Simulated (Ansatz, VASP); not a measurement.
**Two plane-wave programs on GaAs**

Contents of INCAR:

```
PREC = Accurate
ENCUT = 600
EDIFF = 1E-6
ISMEAR = -1
SIGMA = 0.02
LREAL = False
LASPH = True
NELM = 120
ALGO = Normal
ISIF = 2
LWAVE = False
LCHARG = True
GGA = PE
LELF = True
LVHAR = True
NBANDS = 21
GGA_COMPAT = False
```

Contents of KPOINTS:

```
regular mesh
0
Gamma
  8 8 8
```

Contents of POSCAR:

```
GaAs
1.0
    0.0000000000      2.8330850955      2.7764233935
    2.8330850955      0.0000000000      2.7764233935
    2.8330850955      2.8330850955      0.0000000000
Ga As
1 1
Direct
    0.0000000000      0.0000000000      0.0000000000
    0.2500000000      0.2500000000      0.2500000000
```

Input for Ansatz:

```yaml
crystal:
  lattice:
    - [0.0, 2.8330850955, 2.7764233935]
    - [2.8330850955, 0.0, 2.7764233935]
    - [2.8330850955, 2.8330850955, 0.0]
  atoms:
    - { symbol: Ga, position: [0.0, 0.0, 0.0] }
    - { symbol: As, position: [0.25, 0.25, 0.25] }
kpoints:
  mp_grid: { grid: [8, 8, 8] }
  band_path:
    path:
      - [0.0, 0.0, 0.0]
      - [-0.5, -0.5, 0.0]
      - [-0.375, -0.375, 0.25]
      - [-0.375, 0.0, 0.375]
      - [0.0, 0.0, 0.5]
      - [-0.5, -0.25, 0.25]
    npoints: 1
hamiltonian:
  xc: pbe
scf:
  occupations: { method: fermi_dirac, width: 0.02 }
  n_extra_bands: 4
output:
  forces: true
  stress: true
  eigenvalues: true
```

Change from the starting cell: uniaxial_z strain -2.0%.

Alike in both runs: task single point; functional PBE; k mesh 8 × 8 × 8; occupations fermi-dirac, width 0.02 eV; no spin polarisation.

|  | VASP | Ansatz |
| --- | --- | --- |
| version | VASP 6.6.1 | Ansatz 0.2.0 |
| potentials or method | VASP PAW PBE potentials, release 64 (Ga_d, As_d) | plane waves, PAW |
| plane-wave cutoff (eV) | 600 | 420 |
| valence electrons in the cell | 28 | 28 |

```csv
,VASP,Ansatz,Ansatz less VASP
pressure (GPa),4.2,4.3,+0.08
"traceless stress, the component that is largest in VASP (GPa)",0.76,0.77,+0.002
```

With one functional, cell and mesh, what is left measures potentials, basis and numerics.
